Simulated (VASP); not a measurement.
# Al16CN15 (a cell with a defect) in VASP: notebook, part 2 of 4

VASP 6.6.1.

**3. Single point, LDA, collinear spin**

Input file INCAR:

```
PREC = Accurate ; ENCUT = 520
EDIFF = 1E-6 ; ISMEAR = -1
SIGMA = 0.01 ; LREAL = Auto
LASPH = True ; NELM = 200
ALGO = Normal ; ISIF = 2
LWAVE = False ; LCHARG = False
ISPIN = 2 ; MAGMOM = 0 0 0 0 0 0 0 0 0 0 0 0 0.02 0.01 0 0 0 0 0 0 0.01 0.06 0.02 0.02 0.01 0.04 0.01 0.03 0.01 0 0.07 0.37
LORBIT = 11 ; NUPDOWN = 1.0
NBANDS = 90 ; GGA_COMPAT = False
```

Input file KPOINTS:

```
Automatic mesh
0
Gamma
  1 1 1
  0.25 0.25 0.25
```

Input file POSCAR:

```
Al16CN15
1.0
    6.2595139326      0.0000000578      0.0000000000
   -3.1297570163      5.4208980521      0.0000000000
    0.0000000000      0.0000000000     10.0348065068
Al N C
16 15 1
Direct
    0.3312269578      0.1671699713      0.2523508731
    0.1682477922      0.3330337072      0.4996291420
    0.3343692860      0.1666851227      0.7513893051
    0.1660942398      0.3339916129      1.0010130096
    0.3295618429      0.6670789398      0.2507595230
    0.1753272180      0.8374871573      0.5030487874
    0.3345581618      0.6644310840      0.7499593577
    0.1649932284      0.8339999494      0.9987803759
    0.8321038149      0.1695965975      0.2504668778
    0.6645863274      0.3262807122      0.5020122495
    0.8360764685      0.1656182538      0.7499690711
    0.6655653175      0.3340172521      0.9989161027
    0.8258015166      0.6699037266      0.2452233147
    0.6639596684      0.8382543425      0.4960718431
    0.8357244492      0.6650988424      0.7479480514
    0.6653489513      0.8348458296      0.9986931177
    0.3337926446      0.1678071524      0.4411804105
    0.1661927194      0.3331021017      0.1905280042
    0.3308301051      0.1686596707      0.9407925175
    0.1692518095      0.3312622912      0.6899148566
    0.3326243889      0.6679164883      0.4396277041
    0.1640938592      0.8326588839      0.1899184231
    0.3313998392      0.6680958616      0.9398899481
    0.1731047828      0.8334426327      0.6935013843
    0.8335698789      0.1687897754      0.4393163540
    0.6644703019      0.3329857386      0.1892695955
    0.8324586533      0.1689762380      0.9397307774
    0.6678614372      0.3281731324      0.6929652830
    0.6629509306      0.8361750100      0.1878229965
    0.8307631551      0.6686518554      0.9393209264
    0.6696344523      0.8304043364      0.6886268969
    0.8368766530      0.6659207078      0.4452033847
```

Potentials or basis: VASP PAW LDA potentials, release 64 (Al, N, C).

Command:

```sh
$ cat potpaw_LDA.64/Al/POTCAR potpaw_LDA.64/N/POTCAR potpaw_LDA.64/C/POTCAR > POTCAR
$ mpirun -np 1 vasp_std > vasp.out
```

OUTCAR:

```text
PREC = Accurate
   ENCUT = 520
   EDIFF = 1E-6
   ISMEAR = -1
   LREAL = Auto
   LASPH = True
   NELM = 200
   ISIF = 2
   ISPIN = 2
   LORBIT = 11
   NUPDOWN = 1.0

 ion  position               nearest neighbor table
   1  0.331  0.167  0.252-  17 1.89  18 1.90  26 1.91  22 1.92   2 3.06   6 3.09  10 3.09   4 3.10
                             8 3.12  13 3.12  12 3.12   5 3.13   9 3.13   9 3.13   5 3.13  13 3.14
   2  0.168  0.333  0.500-  17 1.89  20 1.91  25 1.91  21 1.91   1 3.06   5 3.08   7 3.09  11 3.09
                             9 3.09   3 3.10   6 3.12  14 3.13  10 3.13  10 3.13  14 3.13   6 3.14
   3  0.334  0.167  0.751-  20 1.89  24 1.90  28 1.90  19 1.90  12 3.06   6 3.07   8 3.07  10 3.08
                             4 3.10   2 3.10   7 3.12  11 3.12  15 3.13  15 3.13  11 3.14   7 3.14
   4  0.166  0.334  0.001-  19 1.89  18 1.90  27 1.91  23 1.91   5 3.09   9 3.09  11 3.09   7 3.09
                             3 3.10   1 3.10   8 3.13  12 3.13  16 3.13  16 3.13  12 3.13   8 3.13
   5  0.330  0.667  0.251-  21 1.90  22 1.90  18 1.91  29 1.91  14 3.06   6 3.08   2 3.08   4 3.09
                            13 3.10   8 3.10   9 3.11  16 3.12   1 3.13   1 3.13   9 3.15  13 3.16
   6  0.175  0.837  0.503-  21 1.88  17 1.90  24 1.91  32 1.92  14 3.06  10 3.06   7 3.06   3 3.07
                            15 3.07   5 3.08   1 3.09   2 3.12   2 3.14  10 3.20  14 3.20  13 3.21
   7  0.335  0.664  0.750-  24 1.88  20 1.90  23 1.91  31 1.92   6 3.06  16 3.07   2 3.09   4 3.09
                             8 3.10  14 3.11   3 3.12  11 3.12  15 3.12  15 3.14  11 3.14   3 3.14
   8  0.165  0.834  0.999-  23 1.90  19 1.91  30 1.91  22 1.92   3 3.07  13 3.08  15 3.09   7 3.10
                             5 3.10   1 3.12   4 3.13  12 3.13  16 3.13  16 3.13  12 3.13   4 3.13
   9  0.832  0.170  0.250-  25 1.90  26 1.90  18 1.91  29 1.91  14 3.05  10 3.08   4 3.09   2 3.09
[... 17 lines left out ...]
  19  0.331  0.169  0.941-   4 1.89   3 1.90   8 1.91  12 1.91
  20  0.169  0.331  0.690-   3 1.89   7 1.90  11 1.90   2 1.91
  21  0.333  0.668  0.440-   6 1.88  14 1.88   5 1.90   2 1.91
  22  0.164  0.833  0.190-   5 1.90  13 1.92   8 1.92   1 1.92
[... 8 lines left out ...]
  31  0.670  0.830  0.689-  15 1.89   7 1.92  11 1.92  14 1.93
  32  0.837  0.666  0.445-   6 1.92  10 1.93  14 1.94  13 2.01

  LATTYP: Found a hexagonal cell.
 ALAT       =     6.2595139326
 C/A-ratio  =     1.6031287117

  Lattice vectors:

 A1 = (   6.2595139326,   0.0000000578,   0.0000000000)
 A2 = (  -3.1297570163,   5.4208980521,   0.0000000000)
 A3 = (   0.0000000000,   0.0000000000,  10.0348065068)

Analysis of symmetry for initial positions (statically):
=====================================================================
 Subroutine PRICEL returns:
 Original cell was already a primitive cell.

 Routine SETGRP: Setting up the symmetry group for a
 hexagonal supercell.

 Subroutine GETGRP returns: Found  1 space group operations
 (whereof  1 operations were pure point group operations)
 out of a pool of 24 trial point group operations.

The static configuration has the point symmetry C_1 .

Analysis of symmetry for dynamics (positions and initial velocities):
=====================================================================
 Subroutine PRICEL returns:
 Original cell was already a primitive cell.

 Routine SETGRP: Setting up the symmetry group for a
 hexagonal supercell.

 Subroutine GETGRP returns: Found  1 space group operations
 (whereof  1 operations were pure point group operations)
 out of a pool of 24 trial point group operations.

The dynamic configuration has the point symmetry C_1 .

Analysis of structural, dynamic, and magnetic symmetry:
=====================================================================
 Subroutine PRICEL returns:
 Original cell was already a primitive cell.

 Routine SETGRP: Setting up the symmetry group for a
 hexagonal supercell.

 Subroutine GETGRP returns: Found  1 space group operations
[... 166 lines left out ...]
  Fermi-wavevector in a.u.,A,eV,Ry     =   1.178426  2.226903 18.894257  1.388689
  Thomas-Fermi vector in A             =   2.314755
   LORBIT       =     11    0 simple, 1 ext, 2 COOP (PROOUT), +10 PAW based schemes
   GGA     = CA    functional components
   LHFCALC =     F    Hartree Fock is set to
   AEXX    =    0.0000 exact exchange contribution
   IVDW    =     0    specifies the selected vdW correction
   LEPSILON=     F    determine dielectric tensor
   LRPA    =     F    only Hartree local field effects (RPA)
 spin polarized calculation
  energy-cutoff  :      520.00
  volume of cell :      340.50
 maximum number of plane-waves:      9148
 NGX is ok and might be reduce to    48
   NGX = 23   NGY = 23   NGZ = 37

 number of electron     127.0000003 magnetization       0.9999388

 Free energy of the ion-electron system (eV)
  ---------------------------------------------------
  ext. energy  EPLUGINS =         0.00000000
  ---------------------------------------------------
  free energy    TOTEN  =      -261.37973138 eV

  energy without entropy =     -261.37972276  energy(sigma->0) =     -261.37972707

 E-fermi :   6.1293     XC(G=0): -11.1747

 val. band max:        6.0374531593   @ k =   0.5000   0.2500   0.2500
 cond. band min:       6.2168225483   @ k =   0.5000   0.2500   0.2500
 fundamental gap:      0.1793693890
 Fermi energy:         6.1040925943

 spin component 1

 k-point     1 :       0.2500    0.2500    0.2500
  band No.  band energies     occupation
      1      -8.6623      1.00000
      2      -8.2254      1.00000
      3      -8.0503      1.00000
      4      -7.9839      1.00000
      5      -7.6939      1.00000
      6      -7.6282      1.00000
[... 457 lines left out ...]
     74      12.3722      0.00000
     75      12.6557      0.00000
 Fermi energy:         6.1293433757

 spin component 2

 k-point     1 :       0.2500    0.2500    0.2500
  band No.  band energies     occupation
      1      -8.6380      1.00000
      2      -8.1985      1.00000
      3      -8.0273      1.00000
      4      -7.9558      1.00000
      5      -7.6691      1.00000
      6      -7.5905      1.00000
[... 457 lines left out ...]
     74      12.4114      0.00000
     75      12.6993      0.00000
 [bands above 75 left out]

------------------------ aborting loop because EDIFF is reached ----------------------------------------

  FORCE on cell =-STRESS in cart. coord.  units (eV):
  Direction    XX          YY          ZZ          XY          YZ          ZX
  --------------------------------------------------------------------------------------
  -------------------------------------------------------------------------------------
  Total      -12.7930712    -14.4278257     -8.7159461     -1.5629909     -0.6543844      1.9143112
  in kB      -60.1955718    -67.8876246    -41.0113687     -7.3543819     -3.0790922      9.0074584
  external PRESSURE =     -56.3648550 kB  Pullay stress =       0.0000000 kB

 VOLUME and BASIS-vectors are now :
 -----------------------------------------------------------------------------
  energy-cutoff  :      520.00
  volume of cell :      340.50
      direct lattice vectors                 reciprocal lattice vectors
     6.259513933  0.000000058  0.000000000     0.159756813  0.092235641  0.000000000
    -3.129757016  5.420898052  0.000000000    -0.000000002  0.184471279  0.000000000
     0.000000000  0.000000000 10.034806507     0.000000000  0.000000000  0.099653142

 POSITION                                       TOTAL-FORCE (eV/Angst)
 -----------------------------------------------------------------------------------
      1.55012      0.90621      2.53229         0.087046     -0.084053      0.006671
      0.01083      1.80534      5.01368        -0.175719      0.099944     -0.020531
      1.57131      0.90358      7.54005         0.096561     -0.054357     -0.009278
     -0.00564      1.81053      0.01017        -0.124188      0.095904      0.021999
     -0.02490      3.61617      2.51632         0.082181     -0.065250      0.057065
     -1.52367      4.53993      5.04800        -0.070473      0.037200     -0.074336
[... 24 lines left out ...]
      1.59262      4.50154      6.91024        -0.208420      0.146696      0.082683
      3.15427      3.60989      4.46753         0.003429     -0.025471      0.069474
 -----------------------------------------------------------------------------------
    total drift:                               -0.002347     -0.005443      0.012668

  FREE ENERGIE OF THE ION-ELECTRON SYSTEM (eV)
  ---------------------------------------------------
  free  energy   TOTEN  =      -261.3797313757 eV

  energy  without entropy=     -261.3797227631  energy(sigma->0) =     -261.37972707

 total charge

# of ion       s       p       d       tot
------------------------------------------
    1        0.379   0.437   0.000   0.816
    2        0.379   0.436   0.000   0.814
    3        0.381   0.445   0.000   0.826
    4        0.380   0.441   0.000   0.821
    5        0.379   0.440   0.000   0.819
    6        0.395   0.464   0.000   0.860
[... 24 lines left out ...]
   31        1.220   2.557   0.000   3.777
   32        0.875   1.594   0.000   2.469
--------------------------------------------------
tot         25.284  47.359   0.000  72.642

 magnetization (x)

# of ion       s       p       d       tot
------------------------------------------
    1       -0.000  -0.000   0.000  -0.001
    2       -0.000   0.000   0.000   0.000
    3       -0.000   0.001   0.000   0.001
    4       -0.000   0.000   0.000  -0.000
    5       -0.000  -0.000   0.000  -0.001
    6       -0.002  -0.001   0.000  -0.002
[... 24 lines left out ...]
   31        0.003   0.059   0.000   0.061
   32        0.010   0.274   0.000   0.284
--------------------------------------------------
tot          0.020   0.567   0.000   0.586
```

Run time: 8.2 min. Hardware: 1 thread of Intel Xeon Platinum 8488C (Sapphire Rapids), shared host; peak memory 0.5 GiB.

What came out:

```
Free energy                                           : -261.3797 eV
Pressure                                              : -5.6 GPa
Largest force                                         : 0.271 eV/Å
Net moment                                            : 1.00 μB per cell
Site moments                                          : Al -0.00, +0.00, +0.03, +0.01 (each value once); N +0.00, +0.01, +0.05, +0.02, +0.04, +0.03, +0.06 (each value once); C +0.28 μB
Valence electrons inside the program's atomic spheres : Al 0.82, 0.81, 0.83, 0.86, 0.85 (each value once); N 3.81, 3.80, 3.78, 3.79 (each value once); C 2.47
```

Forces on the atoms (eV/Å):
```
Al   0.087 -0.084  0.007
Al  -0.176  0.100 -0.021
Al   0.097 -0.054 -0.009
Al  -0.124  0.096  0.022
Al   0.082 -0.065  0.057
Al  -0.070  0.037 -0.074
Al   0.152 -0.067  0.025
Al  -0.094  0.032  0.062
Al   0.113 -0.039  0.066
Al  -0.067  0.028 -0.070
Al   0.122 -0.075 -0.012
Al  -0.115  0.082  0.013
Al   0.244 -0.114  0.023
Al  -0.041  0.027  0.038
Al   0.092 -0.053  0.011
Al  -0.118  0.053  0.010
N    0.199 -0.116 -0.023
N   -0.154  0.084 -0.025
N    0.192 -0.091 -0.004
N   -0.164  0.096  0.028
N    0.175 -0.078  0.008
N   -0.181  0.140 -0.078
N    0.157 -0.125 -0.015
N   -0.199  0.079 -0.042
N    0.156 -0.109  0.004
N   -0.148  0.105 -0.054
N    0.163 -0.113 -0.005
N   -0.172  0.120 -0.048
N   -0.182  0.088 -0.019
N    0.179 -0.105 -0.028
N   -0.208  0.147  0.083
C    0.003 -0.025  0.069
```

Caveat: the k points lie up to 0.58 Å⁻¹ apart; the total moment is fixed, so each spin has its own Fermi level and the state may be an excited one.

**4. Single point, LDA, collinear spin**

Input file INCAR:

```
  PREC = Accurate
  ENCUT = 520
  EDIFF = 1E-6
  ISMEAR = -1
  SIGMA = 0.01
  LREAL = Auto
  LASPH = True
  NELM = 200
  ALGO = Normal
  ISIF = 2
  LWAVE = False
  LCHARG = True
  ISPIN = 2
  MAGMOM = 0 0 0 0 0 0.01 0 0 0 0.01 0 0 0.02 0.02 0 0 0 0 0.01 0 0.08 0.07 0.03 0.05 0.08 0.05 0.03 0.07 0.07 0 0.08 0.76
  LORBIT = 11
  NUPDOWN = 2.0
  LELF = True
  LVHAR = True
  NBANDS = 90
  NELECT = 126.0
  GGA_COMPAT = False
```

KPOINTS is that of step 3.

Input file POSCAR:

```
Al16CN15
1.0
    6.2595139326      0.0000000578      0.0000000000
   -3.1297570163      5.4208980521      0.0000000000
    0.0000000000      0.0000000000     10.0348065068
Al N C
16 15 1
Direct
    0.3330385575      0.1674738191      0.2503741250
    0.1658577248      0.3354820749      0.5016502830
    0.3330397254      0.1686535465      0.7527522953
    0.1673433866      0.3337637668      1.0016041597
    0.3338054435      0.6653917454      0.2501694957
    0.1813893547      0.8494024034      0.5037168473
    0.3322641626      0.6640514577      0.7520079108
    0.1689593480      0.8348702950      0.9982726045
    0.8354243514      0.1674027160      0.2499575760
    0.6517443125      0.3188782017      0.5029183679
    0.8375880960      0.1680857434      0.7520023628
    0.6658299741      0.3313317994      0.9986305807
    0.8347855867      0.6638686420      0.2348472078
    0.6574205240      0.8438383703      0.5051468422
    0.8359839871      0.6660891249      0.7511954923
    0.6672379649      0.8335173793      0.9989504241
    0.3297901491      0.1709962982      0.4395558455
    0.1683848739      0.3326046911      0.1912718189
    0.3321380098      0.1688301383      0.9409955562
    0.1687240591      0.3327000351      0.6904209759
    0.3310472597      0.6699346182      0.4403715729
    0.1719564977      0.8332401241      0.1896483068
    0.3335025518      0.6678746215      0.9409599994
    0.1715971040      0.8345639338      0.6921386867
    0.8313926970      0.1697883517      0.4402331043
    0.6659602700      0.3276173859      0.1892783686
    0.8332529351      0.1677785203      0.9409827992
    0.6682605290      0.3307413979      0.6918594727
    0.6689591741      0.8328525043      0.1911950665
    0.8330690222      0.6675864061      0.9413994792
    0.6690824168      0.8313190333      0.6916277359
    0.8359530218      0.6651547641      0.4429360911
```

Command:

```sh
$ cat potpaw_LDA.64/Al/POTCAR potpaw_LDA.64/N/POTCAR potpaw_LDA.64/C/POTCAR > POTCAR
$ mpirun -np 1 vasp_std > vasp.out
```

Wall time 8.6 min (1 thread of Intel Xeon Platinum 8488C (Sapphire Rapids), shared host); peak memory 0.51 GiB.

Results (log left out):

```yaml
Free_energy: -267.2580 eV
Largest_force: 0.453 eV/Å
Net_moment: 2.00 μB per cell
Site_moments: Al -0.00, +0.00, +0.01, +0.02 (each value once); N +0.03, +0.00, +0.02, +0.06, +0.05 (each value once); C +0.57 μB
Valence_electrons_inside_the_program's_atomic_spheres: Al 0.81, 0.82, 0.84, 0.83, 0.80 (each value once); N 3.82, 3.80, 3.78, 3.79 (each value once); C 2.37
```

Forces on the atoms (eV/Å):
```
Al   0.060 -0.113 -0.109
Al  -0.312  0.181 -0.006
Al   0.111  0.004 -0.001
Al  -0.155  0.091  0.024
Al   0.129 -0.033  0.098
Al   0.237 -0.382  0.048
Al   0.225 -0.066  0.004
Al  -0.083  0.026  0.063
Al   0.136 -0.106  0.117
Al   0.426  0.034  0.151
Al   0.080 -0.095 -0.008
Al  -0.086  0.090 -0.038
Al   0.118  0.016  0.071
Al   0.156 -0.110 -0.262
Al   0.024 -0.063 -0.007
Al  -0.131  0.100  0.023
N    0.116 -0.060 -0.043
N   -0.146  0.085 -0.039
N    0.188 -0.113  0.005
N   -0.141  0.079  0.015
N    0.121 -0.022  0.043
N   -0.220  0.130 -0.038
N    0.127 -0.120 -0.021
N   -0.231  0.097 -0.022
N    0.081 -0.082  0.017
N   -0.156  0.138  0.011
N    0.191 -0.099 -0.024
N   -0.236  0.078 -0.037
N   -0.228  0.060 -0.127
N    0.196 -0.116 -0.007
N   -0.223  0.168  0.117
C   -0.373  0.206 -0.019
```

Caveat: the k points lie up to 0.58 Å⁻¹ apart; the cell carries a net charge on a neutralising background, which shifts energy and pressure; the cell is charged against a uniform background, so pressure and absolute levels hang on convention; the total moment is fixed, so each spin has its own Fermi level and the state may be an excited one.

(Continued in part 3 of 4.)
